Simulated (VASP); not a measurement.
# CdS (Hawleyite) (F-43m) in VASP: single point with r2SCAN

Aim: the single point of CdS (Hawleyite) with r2SCAN.

Program: VASP 6.6.1. These are calculated values, not measurements. Logs are shortened: lines on timing, memory, paths and dates and some standing lists are left out, and cuts for length are marked.

## (1) The cell of the first run

Symmetry: F-43m, No. 216, cubic system. The conventional cell has a = 5.833 Å, b = 5.833 Å, c = 5.833 Å, α = 90.00°, β = 90.00°, γ = 90.00°. Within 3.3 Å of Cd (site symmetry -43m) lie 4 S at 2.53 Å. Within 3.3 Å of S (site symmetry -43m) lie 4 Cd at 2.53 Å.

## (2) Single point, r2SCAN

POSCAR

```
CdS
1.0
    0.0000000000      2.9165000000      2.9165000000
    2.9165000000      0.0000000000      2.9165000000
    2.9165000000      2.9165000000      0.0000000000
Cd S
1 1
Direct
    0.0000000000      0.0000000000      0.0000000000
    0.2500000000      0.2500000000      0.2500000000
```

INCAR.step1

```
  PREC = Accurate
  ENCUT = 550
  ISMEAR = 1
  SIGMA = 0.01
  LREAL = False
  LASPH = True
  NELM = 120
  NBANDS = 16
  GGA = PE
  ALGO = Normal
  EDIFF = 1E-5
  LWAVE = True
  LCHARG = False
  GGA_COMPAT = False
```

INCAR.step2

```
  PREC = Accurate
  ENCUT = 550
  EDIFF = 1E-6
  ISMEAR = 1
  SIGMA = 0.01
  LREAL = False
  LASPH = True
  NELM = 120
  ALGO = Normal
  ISIF = 2
  LWAVE = False
  LCHARG = False
  METAGGA = R2SCAN
  LMIXTAU = True
  NBANDS = 16
  ISTART = 1
  GGA_COMPAT = False
```

KPOINTS

```
Automatic mesh
0
Gamma
  5 5 5
```

Potentials or basis: VASP PAW PBE potentials, release 64 (Cd, S).

The run is started by

```
> cat potpaw_PBE.64/Cd/POTCAR potpaw_PBE.64/S/POTCAR > POTCAR
> cp INCAR.step1 INCAR
> mpirun -np 1 vasp_std > vasp.out
> cp INCAR.step2 INCAR
> mpirun -np 1 vasp_std > vasp.out
```

OUTCAR:

```text
PREC = Accurate
   ENCUT = 550
   EDIFF = 1E-6
   ISMEAR = 1
   LREAL = False
   LASPH = True
   NELM = 120
   ISIF = 2
   METAGGA = R2SCAN
   ISTART = 1

 ion  position               nearest neighbor table
   1  0.000  0.000  0.000-   2 2.53   2 2.53   2 2.53   2 2.53
   2  0.250  0.250  0.250-   1 2.53   1 2.53   1 2.53   1 2.53

  LATTYP: Found a face centered cubic cell.
 ALAT       =     5.8330000000

  Lattice vectors:

 A1 = (   0.0000000000,   2.9165000000,   2.9165000000)
 A2 = (   2.9165000000,   0.0000000000,   2.9165000000)
 A3 = (   2.9165000000,   2.9165000000,   0.0000000000)

Analysis of symmetry for initial positions (statically):
=====================================================================
 Subroutine PRICEL returns:
 Original cell was already a primitive cell.

 Routine SETGRP: Setting up the symmetry group for a
 face centered cubic supercell.

 Subroutine GETGRP returns: Found 24 space group operations
 (whereof 24 operations were pure point group operations)
 out of a pool of 48 trial point group operations.

The static configuration has the point symmetry T_d .

Analysis of symmetry for dynamics (positions and initial velocities):
=====================================================================
 Subroutine PRICEL returns:
 Original cell was already a primitive cell.

 Routine SETGRP: Setting up the symmetry group for a
 face centered cubic supercell.

 Subroutine GETGRP returns: Found 24 space group operations
 (whereof 24 operations were pure point group operations)
 out of a pool of 48 trial point group operations.

The dynamic configuration has the point symmetry T_d .

 Subroutine INISYM returns: Found 24 space group operations
 (whereof 24 operations are pure point group operations),
 and found     1 'primitive' translations

----------------------------------------------------------------------------------------

                                     Primitive cell

  volume of cell :      49.6153

  direct lattice vectors                    reciprocal lattice vectors
     0.000000000  2.916500000  2.916500000    -0.171438368  0.171438368  0.171438368
     2.916500000  0.000000000  2.916500000     0.171438368 -0.171438368  0.171438368
     2.916500000  2.916500000  0.000000000     0.171438368  0.171438368 -0.171438368

  length of vectors
     4.124553855  4.124553855  4.124553855     0.296939964  0.296939964  0.296939964

  position of ions in fractional coordinates (direct lattice)
     0.000000000  0.000000000  0.000000000
     0.250000000  0.250000000  0.250000000

  ion indices of the primitive-cell ions
   primitive index   ion index
                 1           1
                 2           2

----------------------------------------------------------------------------------------

 KPOINTS: Automatic mesh

Automatic generation of k-mesh.
 Grid dimensions read from file:
 generate k-points for:    5    5    5

 Generating k-lattice:

  Cartesian coordinates                     Fractional coordinates (reciprocal lattice)
    -0.034287674  0.034287674  0.034287674     0.200000000  0.000000000  0.000000000
     0.034287674 -0.034287674  0.034287674     0.000000000  0.200000000  0.000000000
     0.034287674  0.034287674 -0.034287674     0.000000000  0.000000000  0.200000000

  Length of vectors
     0.059387993  0.059387993  0.059387993

  Shift w.r.t. Gamma in fractional coordinates (k-lattice)
     0.000000000  0.000000000  0.000000000

 Subroutine IBZKPT returns following result:
 ===========================================

 Found     10 irreducible k-points:

 Following reciprocal coordinates:
            Coordinates               Weight
  0.000000  0.000000  0.000000      1.000000
  0.200000  0.000000  0.000000      8.000000
  0.400000  0.000000  0.000000      8.000000
  0.200000  0.200000  0.000000      6.000000
  0.400000  0.200000  0.000000     24.000000
 -0.400000  0.200000  0.000000     24.000000
 -0.200000  0.200000  0.000000     12.000000
  0.400000  0.400000  0.000000      6.000000
 -0.400000  0.400000  0.000000     12.000000
 -0.400000  0.400000  0.200000     24.000000
   k-points           NKPTS =     10   k-points in BZ     NKDIM =     10   number of bands    NBANDS=     16
   number of dos      NEDOS =    301   number of ions     NIONS =      2
   total plane-waves  NPLWV =  32768
   dimension x,y,z NGX =    32 NGY =   32 NGZ =   32
   dimension x,y,z NGXF=    64 NGYF=   64 NGZF=   64
   ions per type =               1   1
   NGX,Y,Z   is equivalent  to a cutoff of  12.90, 12.90, 12.90 a.u.
   NGXF,Y,Z  is equivalent  to a cutoff of  25.80, 25.80, 25.80 a.u.
 SYSTEM =  unknown system
   PREC   = accura    normal or accurate (medium, high low for compatibility)
   ISTART =      1    job   : 0-new  1-cont  2-samecut
   ICHARG =      0    charge: 1-file 2-atom 10-const
   ISPIN  =      1    spin polarized calculation?
   LNONCOLLINEAR =      F non collinear calculations
   LSORBIT =      F    spin-orbit coupling
   LASPH  =      T    aspherical Exc in radial PAW
   ENCUT  =  550.0 eV  40.42 Ry    6.36 a.u.   7.89  7.89  7.89*2*pi/ulx,y,z
   NELM   =    120;   NELMIN=  2; NELMDL=  0     # of ELM steps
   EDIFF  = 0.1E-05   stopping-criterion for ELM
   LREAL  =      F    real-space projection
   EDIFFG = 0.1E-04   stopping-criterion for IOM
   NSW    =      0    number of steps for IOM
   IBRION =     -1    ionic relax: 0-MD 1-quasi-New 2-CG
   NFREE  =      0    steps in history (QN), initial steepest desc. (CG)
   ISIF   =      2    stress and relaxation
   ISYM   =      2    0-nonsym 1-usesym 2-fastsym
   POTIM  = 0.5000    time-step for ionic-motion
   TEBEG  =    0.0;   TEEND  =   0.0 temperature during run
   PSTRESS=    0.0 pullay stress
   NELECT =      18.0000    total number of electrons
   NUPDOWN=      -1.0000    fix difference up-down
   EMIN   =  10.00;   EMAX   =-10.00  energy-range for DOS
   EFERMI =   0.00;   METHOD = LEGACY
   ISMEAR =     1;   SIGMA  =   0.01  broadening in eV -4-tet -1-fermi 0-gaus
   EFERMI_NEDOS =   21; number of points for ismear=-14 and -15
   IALGO  =     38    algorithm
   IMIX   =      4    mixing-type and parameters
     AMIX     =   0.40;   BMIX     =  1.00
     AMIX_MAG =   1.60;   BMIX_MAG =  1.00
  volume/ion in A,a.u.               =      24.81       167.41
  Fermi-wavevector in a.u.,A,eV,Ry     =   1.167599  2.206442 18.548649  1.363287
  Thomas-Fermi vector in A             =   2.304097
   LORBIT       =      0    0 simple, 1 ext, 2 COOP (PROOUT), +10 PAW based schemes
   METAGGA = R2SCAN    functional components
   LHFCALC =     F    Hartree Fock is set to
   AEXX    =    0.0000 exact exchange contribution
   IVDW    =     0    specifies the selected vdW correction
   LEPSILON=     F    determine dielectric tensor
   LRPA    =     F    only Hartree local field effects (RPA)
 non-spin polarized calculation
 Methfessel and Paxton  Order N= 1 SIGMA  =   0.01
  energy-cutoff  :      550.00
  volume of cell :       49.62
 maximum number of plane-waves:      1470
   NGX = 15   NGY = 15   NGZ = 15

 number of electron      18.0000004 magnetization

 Free energy of the ion-electron system (eV)
  ---------------------------------------------------
  ext. energy  EPLUGINS =         0.00000000
  ---------------------------------------------------
  free energy    TOTEN  =       -29.67163715 eV

  energy without entropy =      -29.67163715  energy(sigma->0) =      -29.67163715

 E-fermi :   1.1277     XC(G=0):  -9.7324

 val. band max:        1.0561281740   @ k =   0.0000   0.0000   0.0000
 cond. band min:       2.6458851822   @ k =   0.0000   0.0000   0.0000
 fundamental gap:      1.5897570082
 Fermi energy:         1.1276548134

 k-point     1 :       0.0000    0.0000    0.0000
  band No.  band energies     occupation
      1     -11.8197      2.00000
      2      -6.9170      2.00000
      3      -6.9170      2.00000
      4      -6.9170      2.00000
      5      -6.4033      2.00000
      6      -6.4033      2.00000
[... 8 lines left out ...]
     15      13.0651      0.00000
     16      13.0651      0.00000

 k-point     2 :       0.2000    0.0000    0.0000
  band No.  band energies     occupation
      1     -11.6716      2.00000
      2      -6.8632      2.00000
      3      -6.8632      2.00000
      4      -6.7567      2.00000
      5      -6.4026      2.00000
      6      -6.4026      2.00000
[... 8 lines left out ...]
     15      12.1518      0.00000
     16      13.1239      0.00000

 k-point     3 :       0.4000    0.0000    0.0000
  band No.  band energies     occupation
      1     -11.4313      2.00000
      2      -6.7963      2.00000
      3      -6.7962      2.00000
      4      -6.3742      2.00000
      5      -6.3742      2.00000
      6      -6.2023      2.00000
[... 8 lines left out ...]
     15      13.4100      0.00000
     16      13.4100      0.00000

 k-point     4 :       0.2000    0.2000    0.0000
  band No.  band energies     occupation
      1     -11.6231      2.00000
      2      -6.8042      2.00000
      3      -6.8042      2.00000
      4      -6.7914      2.00000
      5      -6.4311      2.00000
      6      -6.3725      2.00000
[... 8 lines left out ...]
     15      13.3328      0.00000
     16      15.7076      0.00000

 k-point     5 :       0.4000    0.2000    0.0000
  band No.  band energies     occupation
      1     -11.4158      2.00000
      2      -6.7606      2.00000
      3      -6.7165      2.00000
      4      -6.5296      2.00000
      5      -6.3503      2.00000
      6      -6.2483      2.00000
[... 8 lines left out ...]
     15      14.0216      0.00000
     16      14.9684      0.00000

 k-point     6 :      -0.4000    0.2000    0.0000
  band No.  band energies     occupation
      1     -11.3379      2.00000
      2      -6.7498      2.00000
      3      -6.7151      2.00000
      4      -6.4187      2.00000
      5      -6.3799      2.00000
      6      -5.9327      2.00000
[... 8 lines left out ...]
     15      13.1720      0.00000
     16      14.7364      0.00000

 k-point     7 :      -0.2000    0.2000    0.0000
  band No.  band energies     occupation
      1     -11.4940      2.00000
      2      -6.7976      2.00000
      3      -6.7796      2.00000
      4      -6.5170      2.00000
      5      -6.4224      2.00000
      6      -6.3264      2.00000
[... 8 lines left out ...]
     15      13.7148      0.00000
     16      15.1698      0.00000

 k-point     8 :       0.4000    0.4000    0.0000
  band No.  band energies     occupation
      1     -11.3098      2.00000
      2      -6.6676      2.00000
      3      -6.5912      2.00000
      4      -6.5912      2.00000
      5      -6.3223      2.00000
      6      -6.1116      2.00000
[... 8 lines left out ...]
     15      13.8940      0.00000
     16      16.2911      0.00000

 k-point     9 :      -0.4000    0.4000    0.0000
  band No.  band energies     occupation
      1     -11.2636      2.00000
      2      -6.6894      2.00000
      3      -6.5888      2.00000
      4      -6.5208      2.00000
      5      -6.3436      2.00000
      6      -5.8387      2.00000
[... 8 lines left out ...]
     15      14.0329      0.00000
     16      15.7135      0.00000

 k-point    10 :      -0.4000    0.4000    0.2000
  band No.  band energies     occupation
      1     -11.2926      2.00000
      2      -6.6845      2.00000
      3      -6.6698      2.00000
      4      -6.4740      2.00000
      5      -6.3716      2.00000
      6      -5.8855      2.00000
[... 8 lines left out ...]
     15      14.0851      0.00000
     16      15.6715      0.00000

------------------------ aborting loop because EDIFF is reached ----------------------------------------

  FORCE on cell =-STRESS in cart. coord.  units (eV):
  Direction    XX          YY          ZZ          XY          YZ          ZX
  --------------------------------------------------------------------------------------
  -------------------------------------------------------------------------------------
  Total        0.5652933      0.5652933      0.5652933      0.0000000      0.0000000     -0.0000000
  in kB       18.2544378     18.2544378     18.2544378      0.0000000      0.0000000     -0.0000000
  external PRESSURE =      18.2544378 kB  Pullay stress =       0.0000000 kB

 VOLUME and BASIS-vectors are now :
 -----------------------------------------------------------------------------
  energy-cutoff  :      550.00
  volume of cell :       49.62
      direct lattice vectors                 reciprocal lattice vectors
     0.000000000  2.916500000  2.916500000    -0.171438368  0.171438368  0.171438368
     2.916500000  0.000000000  2.916500000     0.171438368 -0.171438368  0.171438368
     2.916500000  2.916500000  0.000000000     0.171438368  0.171438368 -0.171438368

 POSITION                                       TOTAL-FORCE (eV/Angst)
 -----------------------------------------------------------------------------------
      0.00000      0.00000      0.00000        -0.000000     -0.000000     -0.000000
      1.45825      1.45825      1.45825         0.000000      0.000000      0.000000
 -----------------------------------------------------------------------------------
    total drift:                                0.000000      0.000000      0.000000

  FREE ENERGIE OF THE ION-ELECTRON SYSTEM (eV)
  ---------------------------------------------------
  free  energy   TOTEN  =       -29.6716371539 eV

  energy  without entropy=      -29.6716371539  energy(sigma->0) =      -29.67163715
```

Run time: 30 s. Hardware: 1 thread of Intel Xeon Platinum 8559C (Emerald Rapids), shared host; peak memory 0.18 GiB.

Results:

* Free energy: -29.6716 eV
* Pressure: 1.8 GPa
* Band gap on the k mesh: 1.59 eV, direct

Levels at points of the mesh, in eV from the valence-band top:
```csv
k point,band 5,band 6,band 7,band 8,band 9,band 10,band 11,band 12,band 13,band 14
"(0.00, 0.00, 0.00)",-7.46,-7.46,0.00,0.00,0.00,1.59,7.07,7.07,7.07,11.96
```

Caveat: the PAW data sets were made with another functional, which shifts forces and pressure a little. r2SCAN opens gaps a little over a GGA but as a rule still falls short of measured ones.
